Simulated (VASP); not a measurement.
Input of a VASP 6.6.1 run:

INCAR

```
ALGO = Normal ; EDIFF = 1E-6
ENCUT = 520 ; GGA = PS
ISIF = 2 ; ISMEAR = -1
LASPH = True ; LCHARG = True
LELF = True ; LREAL = False
LVHAR = True ; LWAVE = False
NBANDS = 26 ; NELM = 100
PREC = Accurate ; SIGMA = 0.05
```

Contents of KPOINTS:

```
k-points
0
Gamma
  11 11 11
```

Contents of POSCAR:

```
NbAs
1.0
   -1.6629011967      1.6629011967      5.4428307050
    1.6629011967     -1.6629011967      5.4428307050
    1.6629011967      1.6629011967     -5.4428307050
Nb As
2 2
Direct
    0.4973956589     -0.0026043411      0.5000000000
    0.7473956589      0.7473956589      0.0000000000
    0.9186043411      0.4186043411      0.5000000000
    0.1686043411      0.1686043411      0.0000000000
```

Potentials or basis: VASP PAW PBE potentials, release 64 (Nb_sv, As).

The run is started by

```sh
$ cat potpaw_PBE.64/Nb_sv/POTCAR potpaw_PBE.64/As/POTCAR > POTCAR
$ mpirun -np 1 vasp_std > vasp.out
```

(1) What does it give for the pressure?

(2) Predict the band gap on the k mesh.

(3) Predict the largest force.

Results:

(1) 30.4 GPa.

(2) 0.02 eV (least direct gap 0.07 eV).

(3) 0.011 eV/Å.

Caveat: the cell stands under pressure; the PAW data sets were made with another functional, which shifts forces and pressure a little; an odd mesh through Γ misses points on the zone boundary, where band edges can lie.
